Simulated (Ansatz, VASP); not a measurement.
Given: the input of a run of Ansatz 0.2.0 on Ga3Se.

The input input.yaml:

```yaml
crystal:
  lattice:
    - [4.4907935969, 0.0, 0.0]
    - [0.0, 4.4907935969, 0.0]
    - [0.0, 0.0, 4.4907935969]
  atoms:
    - { symbol: Se, position: [0.0, 0.0, 0.0] }
    - { symbol: Ga, position: [0.5, 0.5, 0.0] }
    - { symbol: Ga, position: [0.5, 0.0, 0.5] }
    - { symbol: Ga, position: [0.0, 0.5, 0.5] }
kpoints:
  mp_grid: { grid: [6, 6, 6] }
scf:
  occupations: { method: fermi_dirac, width: 0.05 }
hamiltonian:
  xc: lda
  pseudopotentials: { kind: all_electron, lapw: { basis_error: 0.002 } }
output:
  forces: true
  stress: true
  eigenvalues: true
```

Potentials or basis: all-electron LAPW, scalar-relativistic.

The run is started by

```bash
$ ansatz run input.yaml --threads 2 --pin off --max-ram 8192MiB --backend cpu --events-out ev --progress --plain --runs-dir out
```

Task: Set up the same calculation for VASP 6.6.1. Potentials there: VASP PAW LDA potentials, release 64 (Se, Ga_d).

Result: As run (the cutoff follows the program's own potentials):

File INCAR:

```
SYSTEM = Ga3Se
PREC     = Accurate       ! precision mode
ENCUT    = 520            ! plane-wave cutoff, eV
EDIFF    = 1E-6           ! SCF threshold, eV
ISMEAR   = -1             ! smearing method
SIGMA    = 0.05           ! smearing width, eV
LREAL    = .FALSE.        ! projectors in reciprocal space
LASPH    = .TRUE.         ! aspherical terms in the spheres
NELM     = 60             ! most SCF steps
ALGO     = Normal         ! electronic algorithm
ISIF     = 2              ! what is computed and relaxed
LWAVE    = .FALSE.        ! write WAVECAR
LCHARG   = .FALSE.        ! write CHGCAR
GGA      = CA             ! functional
NBANDS   = 30             ! bands
```

The input KPOINTS:

```
Automatic mesh
0
G
  6 6 6
  0 0 0
```

POSCAR

```
Ga3Se
1.0
    4.4907935969      0.0000000000      0.0000000000
    0.0000000000      4.4907935969      0.0000000000
    0.0000000000      0.0000000000      4.4907935969
Se Ga
1 3
Direct
    0.0000000000      0.0000000000      0.0000000000
    0.5000000000      0.5000000000      0.0000000000
    0.5000000000      0.0000000000      0.5000000000
    0.0000000000      0.5000000000      0.5000000000
```

Potentials or basis: VASP PAW LDA potentials, release 64 (Se, Ga_d).

The run is started by

```console
$ cat potpaw_LDA.64/Se/POTCAR potpaw_LDA.64/Ga_d/POTCAR > POTCAR
$ mpirun -np 1 vasp_std > vasp.out
```

Both were run:

|  | VASP | Ansatz | Ansatz less VASP |
| --- | --- | --- | --- |
| gap on the k mesh at the Fermi level (eV) | none | none | - |
| pressure (GPa) | -5.9 | -5.9 | -0.01 |

LDA's correlation is that of Perdew and Zunger in VASP and of Perdew and Wang (1992) in Ansatz. A gap of «none» marks a metal or a gap that the smearing closes. Ansatz ran all-electron here, and VASP with PAW potentials.
